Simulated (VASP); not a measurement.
A run of VASP 6.6.1:

INCAR

```
  PREC = Accurate
  ENCUT = 520
  EDIFF = 1E-6
  ISMEAR = 0
  SIGMA = 0.1
  LREAL = F
  LASPH = T
  NELM = 150
  ALGO = Normal
  ISIF = 2
  LWAVE = F
  LCHARG = F
  ISPIN = 2
  MAGMOM = 1 -1 0 0 0 0
  LORBIT = 11
  LMAXMIX = 4
  GGA = PE
  NBANDS = 41
```

KPOINTS

```
Automatic mesh
0
Gamma
  6 6 4
```

File POSCAR:

```
TaTiN
1.0
    3.5800716430      0.0000000000      0.0000000000
    0.0000000000      3.5800716430      0.0000000000
    0.0000000000      0.0000000000      6.1873217016
Ti Ta N
2 2 2
Direct
    0.5000000000      0.0000000000      0.3748608500
    0.0000000000      0.5000000000      0.6251390260
    0.5000000000      0.5000000000      0.0000001137
    0.0000000000      0.0000000000      0.0000001137
    0.0000000000      0.5000000000      0.2776517054
    0.5000000000      0.0000000000      0.7223481912
```

Potentials or basis: VASP PAW PBE potentials, release 64 (Ti_sv, Ta_pv, N).

Command:

```sh
$ cat potpaw_PBE.64/Ti_sv/POTCAR potpaw_PBE.64/Ta_pv/POTCAR potpaw_PBE.64/N/POTCAR > POTCAR
$ mpirun -np 1 vasp_std > vasp.out
```

Hardware: 1 thread of Intel(R) Xeon(R) 6975P-C (Granite Rapids), on a shared host.

Problem. Estimate the wall time of this run.

Solution. It took 93 s on 1 thread of Intel(R) Xeon(R) 6975P-C (Granite Rapids), on a shared host, peak memory 0.31 GiB. Counts: scf iterations 16, k points 30.
